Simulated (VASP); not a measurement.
Crystal: FeC2.

```
CELL_PARAMETERS angstrom
0.00000 2.97204 2.97204
2.97204 0.00000 2.97204
2.97204 2.97204 0.00000
ATOMIC_POSITIONS crystal
Fe 0.00000 0.00000 0.00000
Fe 0.25000 0.25000 0.25000
C 0.62500 0.62500 0.62500
C 0.12500 0.62500 0.62500
C 0.62500 0.62500 0.12500
C 0.62500 0.12500 0.62500
```

| Quantity | Value |
| --- | --- |
| Program | VASP 6.6.1 |
| Task | relaxation of cell and atoms |
| Functional | PBE |
| Potentials or basis | VASP PAW PBE potentials, release 64 (Fe, C) |
| Cutoff | 600 eV |
| k mesh | 6 × 6 × 6 |
| Occupations | gaussian, width 0.1 eV |
| Spin | collinear spin, ferromagnetic start |
| Starting moments | [2.99, 2.99, 0.0, 0.0, 0.0, 0.0] μB |

At the start: pressure -9.9 GPa; volume 8.75 Å³/atom.

Problem. How do energy, volume and symmetry change on relaxing?

Solution. Over 3 steps the energy falls by 19.4 meV/atom and the volume is 8.13 Å³/atom (-7.1 %); space group Fd-3m (No. 227, to 0.05 Å); moment 4.93 μB per cell.

Step by step:
| step | energy change (eV) | largest force (eV/Å) | pressure (GPa) | volume (Å³) |
| --- | --- | --- | --- | --- |
| 1 | 0.0000 | 0.0000 | -9.86 | 52.50 |
| 2 | -0.1155 | 0.0000 | 0.82 | 48.52 |
| 3 | -0.1162 | 0.0000 | 0.04 | 48.80 |

Final structure:
```
Fe C
1.0
     0.00000    2.90046    2.90046
     2.90046    0.00000    2.90046
     2.90046    2.90046    0.00000
Fe C
2 4
Direct
  0.00000 0.00000 0.00000
  0.25000 0.25000 0.25000
  0.62500 0.62500 0.62500
  0.12500 0.62500 0.62500
  0.62500 0.62500 0.12500
  0.62500 0.12500 0.62500
```
